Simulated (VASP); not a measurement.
**Be2N: single point with HSE06**

The system is Be2N.

```
Be N
1.0
     3.09680    0.00000    0.00000
    -1.54840    2.68191    0.00000
     0.00000    0.00000    3.09753
Be N
2 1
Cartesian
  0.0000 1.7879 1.5488
  1.5484 0.8940 1.5488
  0.0000 0.0000 0.0000
```

- Program: VASP 6.6.1
- Task: single point
- Functional: HSE06
- Potentials or basis: VASP PAW PBE potentials, release 64 (Be, N)
- Cutoff: 520 eV
- k mesh: 5 × 5 × 5
- Occupations: methfessel-paxton, width 0.05 eV
- Spin: no spin polarisation
- Dipole correction: no
- Grid for exact exchange (PRECFOCK): Normal
- Further INCAR settings: ALGO = Normal; EDIFF = 1e-06; NBANDS = 12
- Share of exact exchange: 0.25
- Screening parameter: 0.2079 1/Å

| Property | Result |
| --- | --- |
| Pressure | 0.3 GPa |
| Band gap on the k mesh | zero (an odd number of electrons rules out a gap without spin polarisation) |

Stress tensor (GPa, compression positive):
```
 30.43   0.00   0.00
  0.00  30.43   0.00
  0.00   0.00 -59.92
```

Levels at points of the mesh, in eV from the Fermi level:
| k point | band 3 | band 4 | band 5 | band 6 | band 7 | band 8 |
| --- | --- | --- | --- | --- | --- | --- |
| (0.00, 0.00, 0.00) | -2.59 | -1.70 | -1.70 | 3.37 | 3.37 | 8.28 |

Run time: 3.3 min on 1 thread of Intel(R) Xeon(R) Platinum 8375C CPU @ 2.90GHz (Ice Lake), with other jobs on the host, peak memory 0.24 GiB.

Caveat: the k points lie up to 0.47 Å⁻¹ apart, too coarse for converged energies and pressures of a metal; the PAW data sets were made with another functional, which shifts forces and pressure a little.
